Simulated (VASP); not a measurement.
# SnO (Pmmn) in VASP: further runs, part 2 of 2

VASP 6.6.1.

### 3 Single point, r2SCAN

POSCAR reads:

```
SnO
1.0
    3.8092991866      0.0000000000      0.0000000000
    0.0000000000      4.9364629936      0.0000000000
    0.0000000000      0.0000000000      3.8066798831
Sn O
2 2
Direct
    0.0000000000      0.2323679452      0.3750000000
    0.5000000000      0.7676320548     -0.1250000000
    0.0000000000      0.9998745138      0.8750000000
    0.5000000000      0.0001254862      0.3750000000
```

INCAR.step1 reads:

```
PREC = Accurate
ENCUT = 520
ISMEAR = 0
SIGMA = 0.02
LREAL = False
LASPH = True
NELM = 80
NBANDS = 28
GGA = PE
ALGO = Normal
EDIFF = 1E-4
LWAVE = True
LCHARG = False
```

INCAR.step2 reads:

```
PREC = Accurate
ENCUT = 520
EDIFF = 1E-6
ISMEAR = 0
SIGMA = 0.02
LREAL = False
LASPH = True
NELM = 80
ALGO = Normal
ISIF = 2
LWAVE = False
LCHARG = True
METAGGA = R2SCAN
LMIXTAU = True
LELF = True
LVHAR = True
NBANDS = 28
ISTART = 1
```

KPOINTS reads:

```
Automatic mesh
0
Gamma
  10 8 10
```

Potentials or basis: VASP PAW PBE potentials, release 64 (Sn_d, O).

On the command line:

```sh
> cat potpaw_PBE.64/Sn_d/POTCAR potpaw_PBE.64/O/POTCAR > POTCAR
> cp INCAR.step1 INCAR
> mpirun -np 1 vasp_std > vasp.out
> cp INCAR.step2 INCAR
> mpirun -np 1 vasp_std > vasp.out
```

OUTCAR:

```text
PREC = Accurate
   ENCUT = 520
   EDIFF = 1E-6
   ISMEAR = 0
   LREAL = False
   LASPH = True
   NELM = 80
   ISIF = 2
   METAGGA = R2SCAN
   ISTART = 1

 ion  position               nearest neighbor table
   1  0.000  0.232  0.375-   3 2.22   3 2.22   4 2.22   4 2.22   2 3.54   2 3.54   2 3.54   2 3.54

   2  0.500  0.768  0.875-   4 2.22   4 2.22   3 2.22   3 2.22   1 3.54   1 3.54   1 3.54   1 3.54

   3  0.000  1.000  0.875-   1 2.22   1 2.22   2 2.22   2 2.22
[... 947 lines left out ...]

  FORCE on cell =-STRESS in cart. coord.  units (eV):
  Direction    XX          YY          ZZ          XY          YZ          ZX
  --------------------------------------------------------------------------------------
  -------------------------------------------------------------------------------------
  Total        0.2628021      0.2366719      0.2662438      0.0000000     -0.0000000      0.0000000
  in kB        5.8820952      5.2972431      5.9591282      0.0000000     -0.0000000      0.0000000
  external PRESSURE =       5.7128222 kB  Pullay stress =       0.0000000 kB

 VOLUME and BASIS-vectors are now :
 -----------------------------------------------------------------------------
  energy-cutoff  :      520.00
  volume of cell :       71.58
      direct lattice vectors                 reciprocal lattice vectors
     3.809299187  0.000000000  0.000000000     0.262515479  0.000000000  0.000000000
     0.000000000  4.936462994  0.000000000     0.000000000  0.202574192  0.000000000
     0.000000000  0.000000000  3.806679883     0.000000000  0.000000000  0.262696111

 POSITION                                       TOTAL-FORCE (eV/Angst)
 -----------------------------------------------------------------------------------
      0.00000      1.14708      1.42750         0.000000      0.143652      0.000000
      1.90465      3.78939      3.33084        -0.000000     -0.143652     -0.000000
      0.00000      4.93584      3.33084        -0.000000     -0.000162      0.000000
      1.90465      0.00062      1.42750         0.000000      0.000162     -0.000000
 -----------------------------------------------------------------------------------
    total drift:                                0.000000     -0.000000      0.000000

  FREE ENERGIE OF THE ION-ELECTRON SYSTEM (eV)
  ---------------------------------------------------
  free  energy   TOTEN  =       -66.9037437602 eV

  energy  without entropy=      -66.9037437602  energy(sigma->0) =      -66.90374376
```

OUTCAR.step1:

```text
PREC = Accurate
   ENCUT = 520
   ISMEAR = 0
   LREAL = False
   LASPH = True
[... 977 lines left out ...]
      0.00000      1.14708      1.42750         0.000000      0.589593     -0.000000
      1.90465      3.78939      3.33084         0.000000     -0.589593     -0.000000
      0.00000      4.93584      3.33084         0.000000     -0.000841      0.000000
      1.90465      0.00062      1.42750         0.000000      0.000841      0.000000
 -----------------------------------------------------------------------------------
    total drift:                                0.000000     -0.000000      0.000000

  FREE ENERGIE OF THE ION-ELECTRON SYSTEM (eV)
  ---------------------------------------------------
  free  energy   TOTEN  =       -22.6794655619 eV

  energy  without entropy=      -22.6794655619  energy(sigma->0) =      -22.67946556
```

OSZICAR.step1:

```text
N       E                     dE             d eps       ncg     rms          rms(c)
DAV:   1     0.414598261406E+03    0.41460E+03   -0.19864E+04 10416   0.216E+03
DAV:   2     0.366946142929E+02   -0.37790E+03   -0.36360E+03 10364   0.538E+02
DAV:   3    -0.235392158486E+02   -0.60234E+02   -0.59191E+02 11508   0.182E+02
DAV:   4    -0.263298266121E+02   -0.27906E+01   -0.27781E+01 11496   0.418E+01
DAV:   5    -0.263976539794E+02   -0.67827E-01   -0.67821E-01 10884   0.704E+00    0.117E+01
DAV:   6    -0.226993279189E+02    0.36983E+01   -0.16812E+01 16296   0.446E+01    0.492E+00
DAV:   7    -0.226982511012E+02    0.10768E-02   -0.20199E+00 12056   0.858E+00    0.249E+00
DAV:   8    -0.226863330540E+02    0.11918E-01   -0.28785E-01 13692   0.372E+00    0.815E-01
DAV:   9    -0.226784138597E+02    0.79192E-02   -0.48851E-02 15764   0.232E+00    0.237E-01
DAV:  10    -0.226797026748E+02   -0.12888E-02   -0.70132E-03 13332   0.752E-01    0.133E-01
DAV:  11    -0.226794298885E+02    0.27279E-03   -0.18028E-03 14972   0.405E-01    0.236E-02
DAV:  12    -0.226794655619E+02   -0.35673E-04   -0.25788E-04 10068   0.907E-02
   1 F= -.22679466E+02 E0= -.22679466E+02  d E =-.112482E-17
```

Wall time 8.2 min (1 thread of Intel Xeon 6975P-C (Granite Rapids), shared host); peak memory 0.39 GiB.

What came out:

| Quantity | Value |
| --- | --- |
| Free energy | -66.9037 eV |
| Pressure | 0.6 GPa |
| Largest force | 0.144 eV/Å |
| Band gap on the k mesh | 0.37 eV, indirect (least direct gap 2.32 eV) |

Forces on the atoms (eV/Å):
```
Sn   0.000  0.144  0.000
Sn   0.000 -0.144  0.000
O    0.000  0.000  0.000
O    0.000  0.000  0.000
```

Caveat: the PAW data sets were made with another functional, which shifts forces and pressure a little; spin-orbit coupling is left out, which moves the levels of the heavy elements. A k mesh can miss the band edges.
